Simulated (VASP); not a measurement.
Input of a VASP 6.6.1 run:

The input INCAR:

```
ALGO = Fast
EDIFF = 1E-7
ENCUT = 520
GGA = PS
ISIF = 2
ISMEAR = 1
LASPH = True
LCHARG = False
LREAL = False
LWAVE = False
NBANDS = 18
NELM = 80
PREC = Accurate
SIGMA = 0.2
```

KPOINTS

```
k-points
0
Gamma
  12 12 7
```

File POSCAR:

```
Cu
1.0
    2.5056210000      0.0064180000      0.0131310000
   -1.2472520000      2.1854140000      0.0150950000
    0.0213100000      0.0405910000      4.1711940000
Cu
2
Direct
    0.6666666667      0.3333333333      0.7500000000
    0.3333333333      0.6666666667      0.2500000000
```

Potentials or basis: VASP PAW PBE potentials, release 64 (Cu).

Run with:

```sh
$ cat potpaw_PBE.64/Cu/POTCAR > POTCAR
$ mpirun -np 1 vasp_std > vasp.out
```

Estimate the pressure.

-0.6 GPa.

What does it give for the largest force?

0.011 eV/Å.

What does it give for the band gap on the k mesh?

Zero (band 11 reaches 11.90 eV, above the bottom of band 12 at 5.90 eV).

Forces in eV/Å, atoms in the order of the input:
```
Cu   0.004 -0.010  0.002
Cu  -0.004  0.010 -0.002
```

Caveat: the cell differs from its parent crystal (the cell strained at random); the PAW data sets were made with another functional, which shifts forces and pressure a little.
